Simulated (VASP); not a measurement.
Write the native input for VASP 6.6.1 that does the following.

```
Task                   : single point
Functional             : PBEsol
Potentials or basis    : VASP PAW PBE potentials, release 64 (Hf_pv)
Cutoff                 : 520 eV
k mesh                 : 10 × 10 × 14
Occupations            : gaussian, width 0.05 eV
Spin                   : no spin polarisation
Dipole correction      : no
Further INCAR settings : ALGO = Normal; EDIFF = 1e-06; NBANDS = 22
```

The structure of Hf lies in POSCAR:

```
Hf
1.0
    4.3326372036      0.0000000000      0.0000000000
   -2.1663186018      3.7521738837      0.0000000000
    0.0000000000      0.0000000000      2.6825323327
Hf
3
Direct
    0.6666666667      0.3333333333      0.5000000000
    0.3333333333      0.6666666667      0.5000000000
    0.0000000000      0.0000000000      0.0000000000
```

This isn't the form of Hf at room conditions, which is hcp.

One way to write it, as run:

INCAR

```
SYSTEM = Hf
PREC = Accurate
ENCUT = 520
EDIFF = 1E-6
ISMEAR = 0
SIGMA = 0.05
LREAL = .False.
LASPH = .True.
NELM = 100
ALGO = Normal
ISIF = 2
LWAVE = .False.
LCHARG = .False.
GGA = PS
NBANDS = 22
```

KPOINTS

```
Automatic mesh
0
Gamma
  10 10 14
  0 0 0
```

Potentials or basis: VASP PAW PBE potentials, release 64 (Hf_pv).

The run is started by

```sh
$ cat potpaw_PBE.64/Hf_pv/POTCAR > POTCAR
$ mpirun -np 1 vasp_std > vasp.out
```

Results of the run:

| Property | Result |
| --- | --- |
| Pressure | 87.1 GPa |
| Band gap on the k mesh | zero (bands 15 and 16 overlap by 1.40 eV) |

Caveat: the cell stands under pressure; the PAW data sets were made with another functional, which shifts forces and pressure a little; spin-orbit coupling is left out, which moves the levels of the heavy elements.

It took 28 s on 1 thread of Intel(R) Xeon(R) 6975P-C (Granite Rapids) (shared host), peak memory 0.21 GiB.
